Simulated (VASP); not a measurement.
# W (Fm-3m) in VASP: a series of runs

Runs on W. Level: PBEsol. Tasks: single point.

Everything below comes from runs of VASP 6.6.1. Logs are shortened: lines on timing, memory, paths and dates and some standing lists are left out, and cuts for length are marked.

## (1) The cell of the first run

Symmetry: Fm-3m, No. 225, cubic system. The conventional cell has a = 3.977 Å, b = 3.977 Å, c = 3.977 Å, α = 90.00°, β = 90.00°, γ = 90.00°. W (site symmetry m-3m) has 12 W at 2.81 Å within 3.7 Å.

## (2) Single point, PBEsol

INCAR

```
PREC = Accurate ; ENCUT = 520
EDIFF = 1E-6 ; ISMEAR = 1
SIGMA = 0.1 ; LREAL = False
LASPH = True ; NELM = 80
ALGO = Normal ; ISIF = 2
LWAVE = False ; LCHARG = True
GGA = PS ; LELF = True
LVHAR = True ; NBANDS = 13
```

KPOINTS

```
Automatic mesh
0
Gamma
  12 12 12
```

POSCAR

```
W
1.0
    0.0000000000      1.9885598007      1.9885598007
    1.9885598007      0.0000000000      1.9885598007
    1.9885598007      1.9885598007      0.0000000000
W
1
Direct
    0.0000000000      0.0000000000      0.0000000000
```

Potentials or basis: VASP PAW PBE potentials, release 64 (W_sv).

On the command line:

```sh
> cat potpaw_PBE.64/W_sv/POTCAR > POTCAR
> mpirun -np 1 vasp_std > vasp.out
```

OUTCAR:

```text
PREC = Accurate
   ENCUT = 520
   EDIFF = 1E-6
   ISMEAR = 1
   LREAL = False
   LASPH = True
   NELM = 80
   ISIF = 2
   GGA = PS

 ion  position               nearest neighbor table
   1  0.000  0.000  0.000-

  LATTYP: Found a face centered cubic cell.
 ALAT       =     3.9771196014

  Lattice vectors:

 A1 = (   0.0000000000,   1.9885598007,   1.9885598007)
 A2 = (   1.9885598007,   0.0000000000,   1.9885598007)
 A3 = (   1.9885598007,   1.9885598007,   0.0000000000)

Analysis of symmetry for initial positions (statically):
=====================================================================
 Subroutine PRICEL returns:
 Original cell was already a primitive cell.

 Routine SETGRP: Setting up the symmetry group for a
 face centered cubic supercell.

 Subroutine GETGRP returns: Found 48 space group operations
 (whereof 48 operations were pure point group operations)
 out of a pool of 48 trial point group operations.

The static configuration has the point symmetry O_h .

Analysis of symmetry for dynamics (positions and initial velocities):
=====================================================================
 Subroutine PRICEL returns:
 Original cell was already a primitive cell.

 Routine SETGRP: Setting up the symmetry group for a
 face centered cubic supercell.

 Subroutine GETGRP returns: Found 48 space group operations
 (whereof 48 operations were pure point group operations)
 out of a pool of 48 trial point group operations.

The dynamic configuration has the point symmetry O_h .

 Subroutine INISYM returns: Found 48 space group operations
 (whereof 48 operations are pure point group operations),
 and found     1 'primitive' translations

----------------------------------------------------------------------------------------

                                     Primitive cell

  volume of cell :      15.7270

  direct lattice vectors                    reciprocal lattice vectors
     0.000000000  1.988559801  1.988559801    -0.251438252  0.251438252  0.251438252
     1.988559801  0.000000000  1.988559801     0.251438252 -0.251438252  0.251438252
     1.988559801  1.988559801  0.000000000     0.251438252  0.251438252 -0.251438252

  length of vectors
     2.812248240  2.812248240  2.812248240     0.435503827  0.435503827  0.435503827

  position of ions in fractional coordinates (direct lattice)
     0.000000000  0.000000000  0.000000000

  ion indices of the primitive-cell ions
   primitive index   ion index
                 1           1

----------------------------------------------------------------------------------------

 KPOINTS: Automatic mesh

Automatic generation of k-mesh.
 Grid dimensions read from file:
 generate k-points for:   12   12   12

 Generating k-lattice:

  Cartesian coordinates                     Fractional coordinates (reciprocal lattice)
    -0.020953188  0.020953188  0.020953188     0.083333333  0.000000000  0.000000000
     0.020953188 -0.020953188  0.020953188     0.000000000  0.083333333  0.000000000
     0.020953188  0.020953188 -0.020953188     0.000000000  0.000000000  0.083333333

  Length of vectors
     0.036291986  0.036291986  0.036291986

  Shift w.r.t. Gamma in fractional coordinates (k-lattice)
     0.000000000  0.000000000  0.000000000

 Subroutine IBZKPT returns following result:
 ===========================================

 Found     72 irreducible k-points:

 Following reciprocal coordinates:
            Coordinates               Weight
  0.000000  0.000000  0.000000      1.000000
  0.083333  0.000000  0.000000      8.000000
  0.166667  0.000000  0.000000      8.000000
  0.250000  0.000000  0.000000      8.000000
  0.333333  0.000000  0.000000      8.000000
  0.416667  0.000000  0.000000      8.000000
[... 16 lines left out ...]
  0.500000  0.166667  0.000000     24.000000
 -0.416667  0.166667  0.000000     24.000000
 [... further k-points ...]
   k-points           NKPTS =     72   k-points in BZ     NKDIM =     72   number of bands    NBANDS=     13
   number of dos      NEDOS =    301   number of ions     NIONS =      1
   total plane-waves  NPLWV =  13824
   dimension x,y,z NGX =    24 NGY =   24 NGZ =   24
   dimension x,y,z NGXF=    48 NGYF=   48 NGZF=   48
   ions per type =               1
   NGX,Y,Z   is equivalent  to a cutoff of  14.19, 14.19, 14.19 a.u.
   NGXF,Y,Z  is equivalent  to a cutoff of  28.38, 28.38, 28.38 a.u.
 SYSTEM =  unknown system
   PREC   = accura    normal or accurate (medium, high low for compatibility)
   ISTART =      0    job   : 0-new  1-cont  2-samecut
   ICHARG =      2    charge: 1-file 2-atom 10-const
   ISPIN  =      1    spin polarized calculation?
   LNONCOLLINEAR =      F non collinear calculations
   LSORBIT =      F    spin-orbit coupling
   LASPH  =      T    aspherical Exc in radial PAW
   ENCUT  =  520.0 eV  38.22 Ry    6.18 a.u.   5.23  5.23  5.23*2*pi/ulx,y,z
   NELM   =     80;   NELMIN=  2; NELMDL= -5     # of ELM steps
   EDIFF  = 0.1E-05   stopping-criterion for ELM
   LREAL  =      F    real-space projection
   EDIFFG = 0.1E-04   stopping-criterion for IOM
   NSW    =      0    number of steps for IOM
   IBRION =     -1    ionic relax: 0-MD 1-quasi-New 2-CG
   NFREE  =      0    steps in history (QN), initial steepest desc. (CG)
   ISIF   =      2    stress and relaxation
   ISYM   =      2    0-nonsym 1-usesym 2-fastsym
   POTIM  = 0.5000    time-step for ionic-motion
   TEBEG  =    0.0;   TEEND  =   0.0 temperature during run
   PSTRESS=    0.0 pullay stress
   NELECT =      14.0000    total number of electrons
   NUPDOWN=      -1.0000    fix difference up-down
   EMIN   =  10.00;   EMAX   =-10.00  energy-range for DOS
   EFERMI =   0.00;   METHOD = LEGACY
   ISMEAR =     1;   SIGMA  =   0.10  broadening in eV -4-tet -1-fermi 0-gaus
   EFERMI_NEDOS =   21; number of points for ismear=-14 and -15
   IALGO  =     38    algorithm
   IMIX   =      4    mixing-type and parameters
     AMIX     =   0.40;   BMIX     =  1.00
     AMIX_MAG =   1.60;   BMIX_MAG =  1.00
  volume/ion in A,a.u.               =      15.73       106.13
  Fermi-wavevector in a.u.,A,eV,Ry     =   1.574837  2.976010 33.743953  2.480111
  Thomas-Fermi vector in A             =   2.675911
   LORBIT       =      0    0 simple, 1 ext, 2 COOP (PROOUT), +10 PAW based schemes
   GGA     = PS    functional components
   LHFCALC =     F    Hartree Fock is set to
   AEXX    =    0.0000 exact exchange contribution
   IVDW    =     0    specifies the selected vdW correction
   LEPSILON=     F    determine dielectric tensor
   LRPA    =     F    only Hartree local field effects (RPA)
 non-spin polarized calculation
 Methfessel and Paxton  Order N= 1 SIGMA  =   0.10
  energy-cutoff  :      520.00
  volume of cell :       15.73
 maximum number of plane-waves:       444
 NGX is ok and might be reduce to    24
   NGX = 11   NGY = 11   NGZ = 11

 number of electron      13.9999999 magnetization

 Free energy of the ion-electron system (eV)
  ---------------------------------------------------
  ext. energy  EPLUGINS =         0.00000000
  ---------------------------------------------------
  free energy    TOTEN  =       -13.30633098 eV

  energy without entropy =      -13.30609372  energy(sigma->0) =      -13.30625189

 E-fermi :  10.9102     XC(G=0): -13.7930

 val. band max:       10.8991505633   @ k =  -0.2500   0.0833   0.0000
 cond. band min:      10.9227868428   @ k =   0.5000   0.1667   0.0833
 fundamental gap:      0.0236362795
 Fermi energy:        10.9101985299

 k-point     1 :       0.0000    0.0000    0.0000
  band No.  band energies     occupation
      1     -62.6207      2.00000
      2     -26.1898      2.00000
      3     -26.1898      2.00000
      4     -26.1898      2.00000
      5       1.6822      2.00000
      6      10.3019      2.00000
      7      10.3019      2.00000
      8      10.3019      2.00000
      9      13.6157      0.00000
     10      13.6157      0.00000
     11      23.7896      0.00000
     12      29.1804      0.00000
     13      29.1804      0.00000

 k-point     2 :       0.0833    0.0000    0.0000
  band No.  band energies     occupation
      1     -62.6121      2.00000
      2     -26.2858      2.00000
      3     -26.2018      2.00000
      4     -26.2018      2.00000
      5       2.0017      2.00000
      6      10.0588      2.00000
      7      10.4485      2.00000
      8      10.4485      2.00000
      9      13.4801      0.00000
     10      13.4801      0.00000
     11      24.4246      0.00000
     12      27.9736      0.00000
     13      29.7834      0.00000

 k-point     3 :       0.1667    0.0000    0.0000
  band No.  band energies     occupation
      1     -62.5885      2.00000
      2     -26.5424      2.00000
      3     -26.2347      2.00000
      4     -26.2347      2.00000
      5       2.8724      2.00000
      6       9.5516      2.00000
      7      10.7396      2.03655
      8      10.7396      2.03655
      9      13.3160      0.00000
     10      13.3160      0.00000
     11      25.3992      0.00000
     12      26.8103      0.00000
     13      31.4639      0.00000
[... 305 lines left out ...]
 k-point    23 :       0.5000    0.1667    0.0000
  band No.  band energies     occupation
      1     -62.4806      2.00000
      2     -27.3873      2.00000
      3     -26.5707      2.00000
      4     -26.4439      2.00000
      5       6.0298      2.00000
      6       8.7508      2.00000
      7      10.2645      2.00000
      8      11.1249     -0.00968
      9      16.3814      0.00000
     10      17.4564      0.00000
     11      21.3714      0.00000
     12      25.8960      0.00000
     13      29.4164      0.00000

 k-point    24 :      -0.4167    0.1667    0.0000
  band No.  band energies     occupation
      1     -62.4784      2.00000
      2     -27.3988      2.00000
      3     -26.6150      2.00000
      4     -26.4161      2.00000
      5       6.1237      2.00000
      6       8.8202      2.00000
      7      10.5157      2.00000
      8      10.9814      0.07192
      9      15.6187      0.00000
     10      18.1286      0.00000
     11      21.3211      0.00000
     12      25.8969      0.00000
     13      29.1572      0.00000

 [... further k-points ...]
[... 5 lines left out ...]
  --------------------------------------------------------------------------------------
  -------------------------------------------------------------------------------------
  Total        0.4776417      0.4776417      0.4776417      0.0000000      0.0000000      0.0000000
  in kB       48.6594096     48.6594096     48.6594096      0.0000000      0.0000000      0.0000000
  external PRESSURE =      48.6594096 kB  Pullay stress =       0.0000000 kB

 VOLUME and BASIS-vectors are now :
 -----------------------------------------------------------------------------
  energy-cutoff  :      520.00
  volume of cell :       15.73
      direct lattice vectors                 reciprocal lattice vectors
     0.000000000  1.988559801  1.988559801    -0.251438252  0.251438252  0.251438252
     1.988559801  0.000000000  1.988559801     0.251438252 -0.251438252  0.251438252
     1.988559801  1.988559801  0.000000000     0.251438252  0.251438252 -0.251438252

 POSITION                                       TOTAL-FORCE (eV/Angst)
 -----------------------------------------------------------------------------------
      0.00000      0.00000      0.00000        -0.000000     -0.000000     -0.000000
 -----------------------------------------------------------------------------------
    total drift:                               -0.000000     -0.000000     -0.000000

  FREE ENERGIE OF THE ION-ELECTRON SYSTEM (eV)
  ---------------------------------------------------
  free  energy   TOTEN  =       -13.3063309762 eV

  energy  without entropy=      -13.3060937194  energy(sigma->0) =      -13.30625189
```

Wall time 8.5 s (1 thread of Intel Xeon 6975P-C, shared host); peak memory 0.15 GiB.

What came out:

- Free energy: -13.3063 eV
- Pressure: 4.9 GPa
- Band gap on the k mesh: zero (band 7 reaches 14.23 eV, above the bottom of band 8 at 10.30 eV)

Levels at points of the mesh, in eV from the Fermi level:
```
           k point  band 5  band 6  band 7  band 8  band 9  band 10
(0.00, 0.00, 0.00)   -9.23   -0.61   -0.61   -0.61    2.71     2.71
(0.50, 0.00, 0.00)   -5.84   -0.86   -0.86    0.79    5.36     5.36
(0.50, 0.50, 0.00)   -5.81   -4.79    3.32    5.32    6.16     6.16
```

Caveat: the PAW data sets were made with another functional, which shifts forces and pressure a little; spin-orbit coupling is left out, which moves the levels of the heavy elements.

## (3) Single point, PBEsol

This run uses another cell than the first one, of 16.06 Å³/atom, 1.021 times its volume.

INCAR

```
  PREC = Accurate
  ENCUT = 520
  EDIFF = 1E-6
  ISMEAR = 1
  SIGMA = 0.1
  LREAL = F
  LASPH = T
  NELM = 80
  ALGO = Normal
  ISIF = 2
  LWAVE = F
  LCHARG = F
  GGA = PS
  NBANDS = 13
```

KPOINTS

```
regular mesh
0
Gamma
  12 12 12
```

POSCAR

```
W
1.0
    0.0000000000      2.0025642044      2.0025642044
    2.0025642044      0.0000000000      2.0025642044
    2.0025642044      2.0025642044      0.0000000000
W
1
Direct
    0.0000000000      0.0000000000      0.0000000000
```

Potentials or basis: VASP PAW PBE potentials, release 64 (W_sv).

On the command line:

```sh
> cat potpaw_PBE.64/W_sv/POTCAR > POTCAR
> mpirun -np 1 vasp_std > vasp.out
```

Wall time 7.9 s (1 thread of Intel Xeon 6975P-C, shared host); peak memory 0.15 GiB.

Results (log left out):

```
Free energy            : -13.3097 eV
Pressure               : -1.7 GPa
Band gap on the k mesh : zero (band 7 reaches 13.80 eV, above the bottom of band 8 at 10.03 eV)
```

Levels at points of the mesh, in eV from the Fermi level:
```csv
k point,band 5,band 6,band 7,band 8,band 9,band 10
"(0.00, 0.00, 0.00)",-9.13,-0.59,-0.59,-0.59,2.63,2.63
"(0.50, 0.00, 0.00)",-5.74,-0.83,-0.83,0.71,5.20,5.20
"(0.50, 0.50, 0.00)",-5.66,-4.66,3.18,5.16,5.97,5.97
```

Caveat: the PAW data sets were made with another functional, which shifts forces and pressure a little; spin-orbit coupling is left out, which moves the levels of the heavy elements.

## (4) Single point, PBEsol

This run uses another cell than the first one, of 16.40 Å³/atom, 1.043 times its volume.

INCAR

```
PREC = Accurate ; ENCUT = 520
EDIFF = 1E-7 ; ISMEAR = 1
SIGMA = 0.1 ; LREAL = F
LASPH = T ; NELM = 60
ALGO = Normal ; ISIF = 2
LWAVE = F ; LCHARG = T
GGA = PS ; LELF = T
LVHAR = T ; NBANDS = 13
```

KPOINTS

```
Automatic mesh
0
Gamma
  12 12 12
```

POSCAR

```
W
1.0
    0.0000000000      2.0163754284      2.0163754284
    2.0163754284      0.0000000000      2.0163754284
    2.0163754284      2.0163754284      0.0000000000
W
1
Direct
    0.0000000000      0.0000000000      0.0000000000
```

On the command line:

```sh
> cat potpaw_PBE.64/W_sv/POTCAR > POTCAR
> mpirun -np 1 vasp_std > vasp.out
```

It took 9 s on 1 thread of Intel Xeon 6975P-C, shared host; peak memory 0.15 GiB.

It converged, with:

- Free energy: -13.3001 eV
- Pressure: -7.5 GPa
- Band gap on the k mesh: zero (band 7 reaches 13.40 eV, above the bottom of band 8 at 9.77 eV)

Levels at points of the mesh, in eV from the Fermi level:
```tsv
k point	band 3	band 4	band 5	band 6	band 7	band 8	band 9	band 10	band 11	band 12
(0.00, 0.00, 0.00)	-37.25	-37.25	-9.03	-0.57	-0.57	-0.57	2.55	2.55	12.81	18.00
(0.50, 0.00, 0.00)	-37.41	-37.41	-5.63	-0.80	-0.80	0.64	5.05	5.05	10.28	12.43
(0.50, 0.50, 0.00)	-37.67	-37.67	-5.52	-4.53	3.06	5.00	5.79	5.79	11.73	11.73
```

Caveat: the PAW data sets were made with another functional, which shifts forces and pressure a little; spin-orbit coupling is left out, which moves the levels of the heavy elements.

[end of part 1 of 2]
